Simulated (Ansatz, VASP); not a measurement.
One calculation of Mg, two programs

The input INCAR:

```
SYSTEM = Mg
PREC = Accurate ; ENCUT = 520
EDIFF = 1E-6 ; ISMEAR = -1
SIGMA = 0.08 ; LREAL = .FALSE.
LASPH = .TRUE. ; NELM = 100
ALGO = Normal ; ISIF = 2
LWAVE = .FALSE. ; LCHARG = .FALSE.
GGA = PE ; NBANDS = 7
```

KPOINTS

```
Automatic mesh
0
G
  16 16 16
  0 0 0
```

POSCAR

```
Mg
1.0
    0.0000000000      2.0994291310      2.0994291310
    2.0994291310      0.0000000000      2.0994291310
    2.0994291310      2.0994291310      0.0000000000
Mg
1
Direct
    0.0000000000      0.0000000000      0.0000000000
```

Input for Ansatz:

```yaml
crystal:
  lattice:
    - [0.0, 2.099429131, 2.099429131]
    - [2.099429131, 0.0, 2.099429131]
    - [2.099429131, 2.099429131, 0.0]
  atoms:
    - { symbol: Mg, position: [0.0, 0.0, 0.0] }
kpoints:
  mp_grid: { grid: [16, 16, 16] }
scf:
  occupations: { method: fermi_dirac, width: 0.08 }
hamiltonian:
  xc: pbe
  pseudopotentials: { kind: all_electron, lapw: { basis_error: 0.001 } }
output:
  forces: true
  stress: true
  eigenvalues: true
  populations: true
```

Change from the starting cell: volume scaled by 0.8, LAPW.

Alike in both runs: task single point; functional PBE; k mesh 16 × 16 × 16; occupations fermi-dirac, width 0.08 eV; no spin polarisation.

|  | VASP | Ansatz |
| --- | --- | --- |
| version | VASP 6.6.1 | Ansatz 0.2.0 |
| potentials or method | VASP PAW PBE potentials, release 64 (Mg), cutoff 520 eV | all-electron LAPW, scalar-relativistic |

|  | VASP | Ansatz | Ansatz less VASP |
| --- | --- | --- | --- |
| pressure (GPa) | 12.1 | 12.1 | +0.02 |

Ansatz ran all-electron here, and VASP with PAW potentials.
